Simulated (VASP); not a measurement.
# ZnO (zincite) (P6_3mc) in VASP: settings compared

The runs below take ZnO (zincite) through single point, with PBEsol, BLYP+D3(BJ), LDA.

Program: VASP 6.6.1. These are calculated values, not measurements. Logs are shortened: lines on timing, memory, paths and dates and some standing lists are left out, and cuts for length are marked.

**1. The cell of the first run**

Symmetry: P6_3mc, No. 186, hexagonal system. Conventional cell: a = 3.196 Å, b = 3.196 Å, c = 5.157 Å, α = 90.00°, β = 90.00°, γ = 120.00°. Zn (site symmetry 3m) has 4 O at 1.95 to 1.96 Å within 2.6 Å. O (site symmetry 3m) has 4 Zn at 1.95 to 1.96 Å within 2.6 Å.

**2. Single point, PBEsol**

INCAR reads:

```
SYSTEM = ZnO
PREC = Accurate
ENCUT = 520
EDIFF = 1E-6
ISMEAR = -1
SIGMA = 0.05
LREAL = .FALSE.
LASPH = .TRUE.
NELM = 60
ALGO = Normal
ISIF = 2
LWAVE = .FALSE.
LCHARG = .FALSE.
GGA = PS
NBANDS = 26
```

KPOINTS reads:

```
regular mesh
0
G
  9 9 5
  0 0 0
```

POSCAR reads:

```
ZnO
1.0
    3.1961161057      0.0000000000      0.0000000000
   -1.5980580528      2.7679177409      0.0000000000
    0.0000000000      0.0000000000      5.1570715289
Zn O
2 2
Direct
    0.6666666667      0.3333333333     -0.0000585220
    0.3333333333      0.6666666667      0.4999414780
    0.3333333333      0.6666666667      0.8790685220
    0.6666666667      0.3333333333      0.3790685220
```

Potentials or basis: VASP PAW PBE potentials, release 64 (Zn, O).

The run is started by

```bash
$ cat potpaw_PBE.64/Zn/POTCAR potpaw_PBE.64/O/POTCAR > POTCAR
$ mpirun -np 1 vasp_std > vasp.out
```

OUTCAR:

```text
SYSTEM = ZnO
   PREC = Accurate
   ENCUT = 520
   EDIFF = 1E-6
   ISMEAR = -1
   LREAL = .FALSE.
   LASPH = .TRUE.
   NELM = 60
   ISIF = 2
   GGA = PS

 ion  position               nearest neighbor table
   1  0.667  0.333  1.000-   3 1.95   3 1.95   3 1.95   4 1.96
   2  0.333  0.667  0.500-   4 1.95   4 1.95   4 1.95   3 1.96
   3  0.333  0.667  0.879-   1 1.95   1 1.95   1 1.95   2 1.96
   4  0.667  0.333  0.379-   2 1.95   2 1.95   2 1.95   1 1.96

  LATTYP: Found a hexagonal cell.
 ALAT       =     3.1961161057
 C/A-ratio  =     1.6135432376

  Lattice vectors:

 A1 = (   3.1961161057,   0.0000000000,   0.0000000000)
 A2 = (  -1.5980580528,   2.7679177409,   0.0000000000)
 A3 = (   0.0000000000,   0.0000000000,   5.1570715289)

Analysis of symmetry for initial positions (statically):
=====================================================================
 Subroutine PRICEL returns:
 Original cell was already a primitive cell.

 Routine SETGRP: Setting up the symmetry group for a
 hexagonal supercell.

 Subroutine GETGRP returns: Found 12 space group operations
 (whereof  6 operations were pure point group operations)
 out of a pool of 24 trial point group operations.

The static configuration has the point symmetry C_3v.
 The point group associated with its full space group is C_6v.

Analysis of symmetry for dynamics (positions and initial velocities):
=====================================================================
 Subroutine PRICEL returns:
 Original cell was already a primitive cell.

 Routine SETGRP: Setting up the symmetry group for a
 hexagonal supercell.

 Subroutine GETGRP returns: Found 12 space group operations
 (whereof  6 operations were pure point group operations)
 out of a pool of 24 trial point group operations.

The dynamic configuration has the point symmetry C_3v.
 The point group associated with its full space group is C_6v.

 Subroutine INISYM returns: Found 12 space group operations
 (whereof  6 operations are pure point group operations),
 and found     1 'primitive' translations

----------------------------------------------------------------------------------------

                                     Primitive cell

  volume of cell :      45.6225

  direct lattice vectors                    reciprocal lattice vectors
     3.196116106  0.000000000  0.000000000     0.312879747  0.180641206  0.000000000
    -1.598058053  2.767917741  0.000000000     0.000000000  0.361282413  0.000000000
     0.000000000  0.000000000  5.157071529     0.000000000  0.000000000  0.193908499

  length of vectors
     3.196116106  3.196116106  5.157071529     0.361282413  0.361282413  0.193908499

  position of ions in fractional coordinates (direct lattice)
     0.666666667  0.333333333  0.999941478
     0.333333333  0.666666667  0.499941478
     0.333333333  0.666666667  0.879068522
     0.666666667  0.333333333  0.379068522

  ion indices of the primitive-cell ions
   primitive index   ion index
                 1           1
                 2           2
                 3           3
                 4           4

----------------------------------------------------------------------------------------

 KPOINTS: regular mesh

Automatic generation of k-mesh.
 Grid dimensions read from file:
 generate k-points for:    9    9    5

 Generating k-lattice:

  Cartesian coordinates                     Fractional coordinates (reciprocal lattice)
     0.034764416  0.020071245  0.000000000     0.111111111  0.000000000  0.000000000
     0.000000000  0.040142490  0.000000000     0.000000000  0.111111111  0.000000000
     0.000000000  0.000000000  0.038781700     0.000000000  0.000000000  0.200000000

  Length of vectors
     0.040142490  0.040142490  0.038781700

  Shift w.r.t. Gamma in fractional coordinates (k-lattice)
     0.000000000  0.000000000  0.000000000

 Subroutine IBZKPT returns following result:
 ===========================================

 Found     36 irreducible k-points:

 Following reciprocal coordinates:
            Coordinates               Weight
  0.000000  0.000000  0.000000      1.000000
  0.111111 -0.000000  0.000000      6.000000
  0.222222 -0.000000  0.000000      6.000000
  0.333333  0.000000  0.000000      6.000000
  0.444444 -0.000000  0.000000      6.000000
  0.111111  0.111111  0.000000      6.000000
[... 16 lines left out ...]
  0.333333  0.222222  0.200000     24.000000
  0.333333  0.333333  0.200000      4.000000
 [... further k-points ...]
   k-points           NKPTS =     36   k-points in BZ     NKDIM =     36   number of bands    NBANDS=     26
   number of dos      NEDOS =    301   number of ions     NIONS =      4
   total plane-waves  NPLWV =  23040
   dimension x,y,z NGX =    24 NGY =   24 NGZ =   40
   dimension x,y,z NGXF=    48 NGYF=   48 NGZF=   80
   ions per type =               2   2
   NGX,Y,Z   is equivalent  to a cutoff of  12.48, 12.48, 12.89 a.u.
   NGXF,Y,Z  is equivalent  to a cutoff of  24.97, 24.97, 25.79 a.u.
 SYSTEM =  ZnO
   PREC   = accura    normal or accurate (medium, high low for compatibility)
   ISTART =      0    job   : 0-new  1-cont  2-samecut
   ICHARG =      2    charge: 1-file 2-atom 10-const
   ISPIN  =      1    spin polarized calculation?
   LNONCOLLINEAR =      F non collinear calculations
   LSORBIT =      F    spin-orbit coupling
   LASPH  =      T    aspherical Exc in radial PAW
   ENCUT  =  520.0 eV  38.22 Ry    6.18 a.u.   5.94  5.94  9.59*2*pi/ulx,y,z
   NELM   =     60;   NELMIN=  2; NELMDL= -5     # of ELM steps
   EDIFF  = 0.1E-05   stopping-criterion for ELM
   LREAL  =      F    real-space projection
   EDIFFG = 0.1E-04   stopping-criterion for IOM
   NSW    =      0    number of steps for IOM
   IBRION =     -1    ionic relax: 0-MD 1-quasi-New 2-CG
   NFREE  =      0    steps in history (QN), initial steepest desc. (CG)
   ISIF   =      2    stress and relaxation
   ISYM   =      2    0-nonsym 1-usesym 2-fastsym
   POTIM  = 0.5000    time-step for ionic-motion
   TEBEG  =    0.0;   TEEND  =   0.0 temperature during run
   PSTRESS=    0.0 pullay stress
   NELECT =      36.0000    total number of electrons
   NUPDOWN=      -1.0000    fix difference up-down
   EMIN   =  10.00;   EMAX   =-10.00  energy-range for DOS
   EFERMI =   0.00;   METHOD = LEGACY
   ISMEAR =    -1;   SIGMA  =   0.05  broadening in eV -4-tet -1-fermi 0-gaus
   EFERMI_NEDOS =   21; number of points for ismear=-14 and -15
   IALGO  =     38    algorithm
   IMIX   =      4    mixing-type and parameters
     AMIX     =   0.40;   BMIX     =  1.00
     AMIX_MAG =   1.60;   BMIX_MAG =  1.00
  volume/ion in A,a.u.               =      11.41        76.97
  Fermi-wavevector in a.u.,A,eV,Ry     =   1.512804  2.858785 31.137972  2.288576
  Thomas-Fermi vector in A             =   2.622680
   LORBIT       =      0    0 simple, 1 ext, 2 COOP (PROOUT), +10 PAW based schemes
   GGA     = PS    functional components
   LHFCALC =     F    Hartree Fock is set to
   AEXX    =    0.0000 exact exchange contribution
   IVDW    =     0    specifies the selected vdW correction
   LEPSILON=     F    determine dielectric tensor
   LRPA    =     F    only Hartree local field effects (RPA)
 non-spin polarized calculation
  energy-cutoff  :      520.00
  volume of cell :       45.62
 maximum number of plane-waves:      1254
 NGX is ok and might be reduce to    24
   NGX = 11   NGY = 11   NGZ = 19

 number of electron      35.9999992 magnetization

 Free energy of the ion-electron system (eV)
  ---------------------------------------------------
  ext. energy  EPLUGINS =         0.00000000
  ---------------------------------------------------
  free energy    TOTEN  =       -19.37613816 eV

  energy without entropy =      -19.37613226  energy(sigma->0) =      -19.37613521

 E-fermi :   1.8560     XC(G=0): -11.4156

 val. band max:        1.4512076694   @ k =   0.0000   0.0000   0.0000
 cond. band min:       2.1870065817   @ k =   0.0000   0.0000   0.0000
 fundamental gap:      0.7357989123
 Fermi energy:         1.8559923384

 k-point     1 :       0.0000    0.0000    0.0000
  band No.  band energies     occupation
      1     -16.9532      2.00000
      2     -16.1450      2.00000
      3      -4.6213      2.00000
      4      -4.4906      2.00000
      5      -4.4906      2.00000
      6      -4.4402      2.00000
[... 18 lines left out ...]
     25      15.7817      0.00000
     26      15.7817      0.00000

 k-point     2 :       0.1111   -0.0000    0.0000
  band No.  band energies     occupation
      1     -16.8777      2.00000
      2     -16.1111      2.00000
      3      -4.5986      2.00000
      4      -4.4955      2.00000
      5      -4.4488      2.00000
      6      -4.3974      2.00000
[... 18 lines left out ...]
     25      15.7498      0.00000
     26      15.9425      0.00000

 k-point     3 :       0.2222   -0.0000    0.0000
  band No.  band energies     occupation
      1     -16.6762      2.00000
      2     -16.0304      2.00000
      3      -4.7767      2.00000
      4      -4.4140      2.00000
      5      -4.3506      2.00000
      6      -4.2726      2.00000
[... 18 lines left out ...]
     25      14.9709      0.00000
     26      15.8963      0.00000

 k-point     4 :       0.3333    0.0000    0.0000
  band No.  band energies     occupation
      1     -16.4191      2.00000
      2     -15.9549      2.00000
      3      -4.8877      2.00000
      4      -4.4945      2.00000
      5      -4.2611      2.00000
      6      -4.0814      2.00000
[... 18 lines left out ...]
     25      14.9741      0.00000
     26      15.7351      0.00000
[... 496 lines left out ...]
      1     -16.2576      2.00000
      2     -15.9644      2.00000
      3      -4.7416      2.00000
      4      -4.6345      2.00000
      5      -4.1910      2.00000
      6      -4.1751      2.00000
[... 18 lines left out ...]
     25      13.5275      0.00000
     26      16.8804      0.00000

 k-point    23 :       0.3333    0.2222    0.2000
  band No.  band energies     occupation
      1     -16.0964      2.00000
      2     -15.9522      2.00000
      3      -4.6441      2.00000
      4      -4.4851      2.00000
      5      -4.2564      2.00000
      6      -4.0459      2.00000
[... 18 lines left out ...]
     25      14.3452      0.00000
     26      15.9961      0.00000

 k-point    24 :       0.3333    0.3333    0.2000
  band No.  band energies     occupation
      1     -15.9947      2.00000
      2     -15.9947      2.00000
      3      -4.5281      2.00000
      4      -4.3161      2.00000
      5      -4.3161      2.00000
      6      -3.9883      2.00000
[... 18 lines left out ...]
     25      14.9547      0.00000
     26      16.3334      0.00000

 [... further k-points ...]
[... 5 lines left out ...]
  --------------------------------------------------------------------------------------
  -------------------------------------------------------------------------------------
  Total        1.7308542      1.7308542      1.7233516      0.0000000     -0.0000000      0.0000000
  in kB       60.7844076     60.7844076     60.5209307      0.0000000     -0.0000000      0.0000000
  external PRESSURE =      60.6965820 kB  Pullay stress =       0.0000000 kB

 VOLUME and BASIS-vectors are now :
 -----------------------------------------------------------------------------
  energy-cutoff  :      520.00
  volume of cell :       45.62
      direct lattice vectors                 reciprocal lattice vectors
     3.196116106  0.000000000  0.000000000     0.312879747  0.180641206  0.000000000
    -1.598058053  2.767917741  0.000000000     0.000000000  0.361282413  0.000000000
     0.000000000  0.000000000  5.157071529     0.000000000  0.000000000  0.193908499

 POSITION                                       TOTAL-FORCE (eV/Angst)
 -----------------------------------------------------------------------------------
      1.59806      0.92264      5.15677         0.000000      0.000000      0.005275
     -0.00000      1.84528      2.57823         0.000000      0.000000      0.005275
     -0.00000      1.84528      4.53342         0.000000      0.000000     -0.005275
      1.59806      0.92264      1.95488        -0.000000     -0.000000     -0.005275
 -----------------------------------------------------------------------------------
    total drift:                                0.000001      0.000002     -0.000747

  FREE ENERGIE OF THE ION-ELECTRON SYSTEM (eV)
  ---------------------------------------------------
  free  energy   TOTEN  =       -19.3761381598 eV

  energy  without entropy=      -19.3761322577  energy(sigma->0) =      -19.37613521
```

Run time: 35 s. Hardware: 1 thread of Intel Xeon 6975P-C, shared host; peak memory 0.18 GiB.

Results:

```yaml
Free_energy: -19.3761 eV
Pressure: 6.1 GPa
Largest_force: 0.005 eV/Å
Band_gap_on_the_k_mesh: 0.74 eV, direct
```

Forces on the atoms (eV/Å):
```
Zn   0.000  0.000  0.005
Zn   0.000  0.000  0.005
O    0.000  0.000 -0.005
O    0.000  0.000 -0.005
```

Caveat: the PAW data sets were made with another functional, which shifts forces and pressure a little.

(Continued in part 2 of 2.)
